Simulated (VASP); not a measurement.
# Ti3B (Pm-3m) in VASP: notebook

The runs below take Ti3B through single point, relaxation of cell and atoms, with PBE.

Program: VASP 6.6.1. These are calculated values, not measurements. Logs are shortened: lines on timing, memory, paths and dates and some standing lists are left out, and cuts for length are marked.

### Step 1. The cell of the first run

The structure is cubic, space group Pm-3m (No. 221). The conventional cell has a = 3.777 Å, b = 3.777 Å, c = 3.777 Å, α = 90.00°, β = 90.00°, γ = 90.00°. Within 3.5 Å of Ti (site symmetry 4/mmm) lie 8 Ti at 2.67 Å and 4 B at 2.67 Å. Within 3.5 Å of B (site symmetry m-3m) lie 12 Ti at 2.67 Å.

### Step 2. Single point, PBE

INCAR reads:

```
SYSTEM = Ti3B
PREC = Accurate ; ENCUT = 520
EDIFF = 1E-7 ; ISMEAR = 0
SIGMA = 0.1 ; LREAL = .False.
LASPH = .True. ; NELM = 80
ALGO = Fast ; ISIF = 2
LWAVE = .False. ; LCHARG = .True.
GGA = PE ; LELF = .True.
LVHAR = .True. ; NBANDS = 28
```

KPOINTS reads:

```
regular mesh
0
Gamma
  12 12 12
  0 0 0
```

POSCAR reads:

```
Ti3B
1.0
    3.7773270136      0.0000000000      0.0000000000
    0.0000000000      3.7773270136      0.0000000000
    0.0000000000      0.0000000000      3.7773270136
Ti B
3 1
Direct
    0.0000000000      0.5000000000      0.5000000000
    0.5000000000      0.0000000000      0.5000000000
    0.5000000000      0.5000000000      0.0000000000
    0.0000000000      0.0000000000      0.0000000000
```

Potentials or basis: VASP PAW PBE potentials, release 64 (Ti_sv, B).

Launch:

```bash
$ cat potpaw_PBE.64/Ti_sv/POTCAR potpaw_PBE.64/B/POTCAR > POTCAR
$ mpirun -np 1 vasp_std > vasp.out
```

OUTCAR:

```text
SYSTEM = Ti3B
   PREC = Accurate
   ENCUT = 520
   EDIFF = 1E-7
   ISMEAR = 0
   LREAL = .False.
   LASPH = .True.
   NELM = 80
   ISIF = 2
   GGA = PE

 ion  position               nearest neighbor table
   1  0.000  0.500  0.500-   2 2.67   3 2.67   3 2.67   2 2.67   2 2.67   3 2.67   3 2.67   2 2.67

   2  0.500  0.000  0.500-   1 2.67   3 2.67   3 2.67   1 2.67   3 2.67   3 2.67   1 2.67   1 2.67

   3  0.500  0.500  0.000-   1 2.67   2 2.67   1 2.67   2 2.67   2 2.67   2 2.67   1 2.67   1 2.67

   4  0.000  0.000  0.000-

  LATTYP: Found a simple cubic cell.
 ALAT       =     3.7773270136

  Lattice vectors:

 A1 = (   3.7773270136,   0.0000000000,   0.0000000000)
 A2 = (   0.0000000000,   3.7773270136,   0.0000000000)
 A3 = (   0.0000000000,   0.0000000000,   3.7773270136)

Analysis of symmetry for initial positions (statically):
=====================================================================
 Subroutine PRICEL returns:
 Original cell was already a primitive cell.

 Routine SETGRP: Setting up the symmetry group for a
 simple cubic supercell.

 Subroutine GETGRP returns: Found 48 space group operations
 (whereof 48 operations were pure point group operations)
 out of a pool of 48 trial point group operations.

The static configuration has the point symmetry O_h .

Analysis of symmetry for dynamics (positions and initial velocities):
=====================================================================
 Subroutine PRICEL returns:
 Original cell was already a primitive cell.

 Routine SETGRP: Setting up the symmetry group for a
 simple cubic supercell.

 Subroutine GETGRP returns: Found 48 space group operations
 (whereof 48 operations were pure point group operations)
 out of a pool of 48 trial point group operations.

The dynamic configuration has the point symmetry O_h .

 Subroutine INISYM returns: Found 48 space group operations
 (whereof 48 operations are pure point group operations),
 and found     1 'primitive' translations

----------------------------------------------------------------------------------------

                                     Primitive cell

  volume of cell :      53.8957

  direct lattice vectors                    reciprocal lattice vectors
     3.777327014  0.000000000  0.000000000     0.264737471  0.000000000  0.000000000
     0.000000000  3.777327014  0.000000000     0.000000000  0.264737471  0.000000000
[... 82 lines left out ...]
   ICHARG =      2    charge: 1-file 2-atom 10-const
   ISPIN  =      1    spin polarized calculation?
   LNONCOLLINEAR =      F non collinear calculations
   LSORBIT =      F    spin-orbit coupling
   LASPH  =      T    aspherical Exc in radial PAW
   ENCUT  =  520.0 eV  38.22 Ry    6.18 a.u.   7.02  7.02  7.02*2*pi/ulx,y,z
   NELM   =     80;   NELMIN=  2; NELMDL= -5     # of ELM steps
   EDIFF  = 0.1E-06   stopping-criterion for ELM
   LREAL  =      F    real-space projection
   EDIFFG = 0.1E-05   stopping-criterion for IOM
   NSW    =      0    number of steps for IOM
   IBRION =     -1    ionic relax: 0-MD 1-quasi-New 2-CG
   NFREE  =      0    steps in history (QN), initial steepest desc. (CG)
   ISIF   =      2    stress and relaxation
   ISYM   =      2    0-nonsym 1-usesym 2-fastsym
   POTIM  = 0.5000    time-step for ionic-motion
   TEBEG  =    0.0;   TEEND  =   0.0 temperature during run
   PSTRESS=    0.0 pullay stress
   NELECT =      39.0000    total number of electrons
   NUPDOWN=      -1.0000    fix difference up-down
   EMIN   =  10.00;   EMAX   =-10.00  energy-range for DOS
   EFERMI =   0.00;   METHOD = LEGACY
   ISMEAR =     0;   SIGMA  =   0.10  broadening in eV -4-tet -1-fermi 0-gaus
   EFERMI_NEDOS =   21; number of points for ismear=-14 and -15
   IALGO  =     68    algorithm
   IMIX   =      4    mixing-type and parameters
     AMIX     =   0.40;   BMIX     =  1.00
     AMIX_MAG =   1.60;   BMIX_MAG =  1.00
  volume/ion in A,a.u.               =      13.47        90.93
  Fermi-wavevector in a.u.,A,eV,Ry     =   1.469756  2.777435 29.391053  2.160181
  Thomas-Fermi vector in A             =   2.585095
   LORBIT       =      0    0 simple, 1 ext, 2 COOP (PROOUT), +10 PAW based schemes
   GGA     = PE    functional components
   LHFCALC =     F    Hartree Fock is set to
   AEXX    =    0.0000 exact exchange contribution
   IVDW    =     0    specifies the selected vdW correction
   LEPSILON=     F    determine dielectric tensor
   LRPA    =     F    only Hartree local field effects (RPA)
 non-spin polarized calculation
 RMM-DIIS sequential band-by-band and
 Gauss-broadening in eV      SIGMA  =   0.10
  energy-cutoff  :      520.00
  volume of cell :       53.90
 maximum number of plane-waves:      1472
   NGX = 15   NGY = 15   NGZ = 15

 number of electron      39.0000000 magnetization

 Free energy of the ion-electron system (eV)
  ---------------------------------------------------
  ext. energy  EPLUGINS =         0.00000000
  ---------------------------------------------------
  free energy    TOTEN  =       -30.25444876 eV

  energy without entropy =      -30.23611188  energy(sigma->0) =      -30.24528032

 E-fermi :   9.0079     XC(G=0): -12.0362

 val. band max:        8.9970350971   @ k =   0.4167   0.2500   0.1667
 cond. band min:       9.0153443354   @ k =   0.5000   0.1667   0.1667
 fundamental gap:      0.0183092383
 Fermi energy:         9.0079281773

 k-point     1 :       0.0000    0.0000    0.0000
  band No.  band energies     occupation
      1     -47.5245      2.00000
      2     -47.2042      2.00000
      3     -47.2042      2.00000
      4     -24.1113      2.00000
      5     -24.1113      2.00000
      6     -24.1113      2.00000
[... 733 lines left out ...]
     27      12.0074      0.00000
     28      12.2435      0.00000

 [... further k-points ...]
[... 5 lines left out ...]
  --------------------------------------------------------------------------------------
  -------------------------------------------------------------------------------------
  Total       -0.0696116     -0.0696116     -0.0696116      0.0000000      0.0000000     -0.0000000
  in kB       -2.0693707     -2.0693707     -2.0693707      0.0000000      0.0000000     -0.0000000
  external PRESSURE =      -2.0693707 kB  Pullay stress =       0.0000000 kB

 VOLUME and BASIS-vectors are now :
 -----------------------------------------------------------------------------
  energy-cutoff  :      520.00
  volume of cell :       53.90
      direct lattice vectors                 reciprocal lattice vectors
     3.777327014  0.000000000  0.000000000     0.264737471  0.000000000  0.000000000
     0.000000000  3.777327014  0.000000000     0.000000000  0.264737471  0.000000000
     0.000000000  0.000000000  3.777327014     0.000000000  0.000000000  0.264737471

 POSITION                                       TOTAL-FORCE (eV/Angst)
 -----------------------------------------------------------------------------------
      0.00000      1.88866      1.88866         0.000000      0.000000      0.000000
      1.88866      0.00000      1.88866         0.000000      0.000000      0.000000
      1.88866      1.88866      0.00000         0.000000      0.000000      0.000000
      0.00000      0.00000      0.00000         0.000000      0.000000      0.000000
 -----------------------------------------------------------------------------------
    total drift:                                0.000000      0.000000      0.000000

  FREE ENERGIE OF THE ION-ELECTRON SYSTEM (eV)
  ---------------------------------------------------
  free  energy   TOTEN  =       -30.2544487629 eV

  energy  without entropy=      -30.2361118805  energy(sigma->0) =      -30.24528032
```

stdout:

```text
[... 35 lines left out ...]
 num prob  num prob  num prob  num prob  num prob  num prob  num prob  num prob  num prob  num prob  num prob  num prob  num prob  num prob  num prob  num prob  num prob  num prob  num prob  num prob  num prob  num prob  num prob  num prob  num prob  num prob  num prob  num prob  num prob  num prob  num prob  num prob  num prob  num prob  num prob  num prob  num prob  num prob  num prob  num prob  num prob  num prob  num prob  num prob  num prob  num prob  num prob  num prob  num prob  num prob  num prob  num prob  num prob  num prob  num prob  num prob  num prob RMM:  33    -0.302544477212E+
```

Run time: 2.5 min. Hardware: 1 thread of Intel Xeon 6975P-C (Granite Rapids), shared host; peak memory 0.22 GiB.

What came out:

| Quantity | Value |
| --- | --- |
| Free energy | -30.2544 eV |
| Pressure | -0.2 GPa |
| Band gap on the k mesh | zero (an odd number of electrons rules out a gap without spin polarisation) |

### Step 3. Relaxation of cell and atoms, PBE

INCAR reads:

```
SYSTEM = Ti3B
PREC = Accurate
ENCUT = 600
EDIFF = 1E-6
ISMEAR = 0
SIGMA = 0.1
LREAL = .FALSE.
LASPH = .TRUE.
NELM = 100
ALGO = Fast
ISIF = 3
LWAVE = .FALSE.
LCHARG = .FALSE.
GGA = PE
IBRION = 2
NSW = 100
EDIFFG = -0.01
```

KPOINTS reads:

```
Automatic mesh
0
G
  12 12 12
  0 0 0
```

POSCAR reads:

```
Ti3B
1.0
    3.7793694858      0.0000000000      0.0000000000
    0.0000000000      3.7793694858      0.0000000000
    0.0000000000      0.0000000000      3.7793694858
Ti B
3 1
Direct
    0.0000000000      0.5000000000      0.5000000000
    0.5000000000      0.0000000000      0.5000000000
    0.5000000000      0.5000000000      0.0000000000
    0.0000000000      0.0000000000      0.0000000000
```

Potentials or basis: VASP PAW PBE potentials, release 64 (Ti_sv, B).

Launch:

```bash
$ cat potpaw_PBE.64/Ti_sv/POTCAR potpaw_PBE.64/B/POTCAR > POTCAR
$ mpirun -np 1 vasp_std > vasp.out
```

It took 4.3 min on 1 thread of Intel Xeon 6975P-C (Granite Rapids), shared host; peak memory 0.25 GiB.

The run converged. Its results:

```yaml
Free_energy: -30.2549 eV
Relaxed_volume: 13.45 Å³/atom
Relaxed_cell: a = 3.775 Å, b = 3.775 Å, c = 3.775 Å, α = 90.00°, β = 90.00°, γ = 90.00°
Space_group_after_relaxing_to_0.1_Å: Pm-3m (No. 221)
Energy_gained_by_relaxing: 0.1 meV/atom
Ionic_steps: 3
Pressure_after_relaxing: 0.0 GPa
Band_gap_on_the_k_mesh: zero (an odd number of electrons rules out a gap without spin polarisation)
```

Step by step:
| step | energy change (eV) | largest force (eV/Å) | pressure (GPa) | volume (Å³) |
| --- | --- | --- | --- | --- |
| 1 | 0.0000 | 0.0000 | -0.44 | 53.98 |
| 2 | -0.0001 | 0.0000 | 0.35 | 53.69 |
| 3 | -0.0002 | 0.0000 | 0.05 | 53.81 |

Final structure:
```yaml
crystal:
  lattice:
    - [3.77524, 0.00000, 0.00000]
    - [0.00000, 3.77524, 0.00000]
    - [0.00000, 0.00000, 3.77524]
  atoms:
    - { symbol: Ti, position: [0.00000, 0.50000, 0.50000] }
    - { symbol: Ti, position: [0.50000, 0.00000, 0.50000] }
    - { symbol: Ti, position: [0.50000, 0.50000, 0.00000] }
    - { symbol: B, position: [0.00000, 0.00000, 0.00000] }
```

Levels at points of the mesh, in eV from the Fermi level:
```tsv
k point	band 17	band 18	band 19	band 20	band 21	band 22
(0.00, 0.00, 0.00)	-1.51	-1.51	-1.51	0.33	0.33	0.33
(0.50, 0.00, 0.00)	-1.88	-0.96	-0.12	0.74	0.74	1.14
(0.50, 0.50, 0.00)	-1.21	-0.35	-0.33	-0.33	0.91	0.91
(0.50, 0.50, 0.50)	-1.52	-1.52	-1.52	0.78	0.78	0.78
```
